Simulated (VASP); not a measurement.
A run of VASP 6.6.1:

Contents of INCAR:

```
PREC = Accurate ; ENCUT = 520
EDIFF = 1E-7 ; ISMEAR = 0
SIGMA = 0.15 ; LREAL = F
LASPH = T ; NELM = 100
ALGO = Fast ; ISIF = 2
LWAVE = F ; LCHARG = F
GGA = PS ; NBANDS = 18
```

KPOINTS

```
regular mesh
0
Gamma
  22 22 14
```

POSCAR

```
Ag
1.0
   -1.6125573273      1.6125573273      1.6125573273
    1.6125573273     -1.6125573273      1.6125573273
    3.2251146547      3.2251146547      0.0000000000
Ag
2
Direct
   -0.0438500244      0.0438500244      0.0000000000
    0.5438500244      0.4561499756      0.5000000000
```

Potentials or basis: VASP PAW PBE potentials, release 64 (Ag).

Command:

```sh
$ cat potpaw_PBE.64/Ag/POTCAR > POTCAR
$ mpirun -np 1 vasp_std > vasp.out
```

Hardware: 1 thread of Intel Xeon 8259CL, with other jobs on the host.

Question: Estimate the wall time of this run.

Answer: It took 11 min on 1 thread of Intel Xeon 8259CL, with other jobs on the host, peak memory 0.59 GiB. Counts: scf iterations 15, k points 1064.
